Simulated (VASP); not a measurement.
Here is a VASP 6.6.1 calculation.

The input POSCAR:

```
Au
1.0
    2.6828840546      0.0000000000      0.0000000000
    0.0000000000      2.6828840546      0.0000000000
    0.0000000000      0.0000000000      2.6828840546
Au
1
Direct
    0.0000000000      0.0000000000      0.0000000000
```

File INCAR.step1:

```
PREC = Accurate
ENCUT = 520
ISMEAR = -1
SIGMA = 0.1
LREAL = False
LASPH = True
NELM = 100
NBANDS = 12
GGA = PE
ALGO = Normal
EDIFF = 1E-4
LWAVE = True
LCHARG = False
```

The input INCAR.step2:

```
PREC = Accurate
ENCUT = 520
EDIFF = 1E-7
ISMEAR = -1
SIGMA = 0.1
LREAL = False
LASPH = True
NELM = 100
ALGO = Normal
ISIF = 2
LWAVE = False
LCHARG = False
METAGGA = R2SCAN
LMIXTAU = True
NBANDS = 12
ISTART = 1
```

KPOINTS

```
Automatic mesh
0
Gamma
  13 13 13
```

Potentials or basis: VASP PAW PBE potentials, release 64 (Au).

Run with:

```console
$ cat potpaw_PBE.64/Au/POTCAR > POTCAR
$ cp INCAR.step1 INCAR
$ mpirun -np 1 vasp_std > vasp.out
$ cp INCAR.step2 INCAR
$ mpirun -np 1 vasp_std > vasp.out
```

Task: Estimate the pressure.

Result: 6.0 GPa.

Caveat: the PAW data sets were made with another functional, which shifts forces and pressure a little.
